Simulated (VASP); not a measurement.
Set up this calculation in VASP 6.6.1, as the native input.

- Task: single point
- Functional: PBE
- Potentials or basis: VASP PAW PBE potentials, release 64 (Pb_d)
- Cutoff: 520 eV
- k mesh: 7 × 7 × 10
- Occupations: fermi-dirac, width 0.08 eV
- Spin: no spin polarisation
- Dipole correction: no
- k mesh for the DOS: 11 × 11 × 15
- Occupations for the DOS: tetrahedron
- Further INCAR settings: ALGO = Normal; EDIFF = 1e-07

Crystal: Pb.

```
Pb
1.0
     4.37591    0.00000    0.00000
    -2.18796    3.78965    0.00000
     0.00000    0.00000    2.62963
Pb
3
Direct
  0.00000 0.00000 0.00000
  0.33333 0.66667 0.50000
  0.66667 0.33333 0.50000
```

This isn't the form of Pb at room conditions, which is fcc.

These files were run (other wordings do the same):

POSCAR

```
Pb
1.0
    4.3759104286      0.0000000000      0.0000000000
   -2.1879552143      3.7896495958      0.0000000000
    0.0000000000      0.0000000000      2.6296338566
Pb
3
Direct
    0.0000000000      0.0000000000      0.0000000000
    0.3333333333      0.6666666667      0.5000000000
    0.6666666667      0.3333333333      0.5000000000
```

INCAR.step1

```
ALGO = Normal ; EDIFF = 1E-7
ENCUT = 520 ; GGA = PE
ISIF = 2 ; ISMEAR = -1
LASPH = True ; LCHARG = True
LREAL = False ; LWAVE = False
NBANDS = 28 ; NELM = 100
PREC = Accurate ; SIGMA = 0.08
```

KPOINTS.step1

```
k-points
0
Gamma
  7 7 10
```

INCAR.step2

```
ALGO = Normal ; EDIFF = 1E-7
ENCUT = 520 ; GGA = PE
ICHARG = 11 ; ISIF = 2
ISMEAR = -5 ; LASPH = True
LCHARG = False ; LORBIT = 11
LREAL = False ; LWAVE = False
NEDOS = 1001 ; NELM = 100
PREC = Accurate ; SIGMA = 0.08
```

KPOINTS.step2

```
k-points
0
Gamma
  11 11 15
```

Potentials or basis: VASP PAW PBE potentials, release 64 (Pb_d).

Run with:

```bash
$ cat potpaw_PBE.64/Pb_d/POTCAR > POTCAR
$ cp INCAR.step1 INCAR
$ cp KPOINTS.step1 KPOINTS
$ mpirun -np 1 vasp_std > vasp.out
$ cp INCAR.step2 INCAR
$ cp KPOINTS.step2 KPOINTS
$ mpirun -np 1 vasp_std > vasp.out
```

It gave:

- Valence electrons inside the program's atomic spheres: Pb 12.83, 12.99 (each value once)

Caveat: the highest band is partly filled, so the run has too few bands.

Run time: 62 s on 1 thread of Intel(R) Xeon(R) 6975P-C (Granite Rapids) (shared host), peak memory 0.23 GiB.
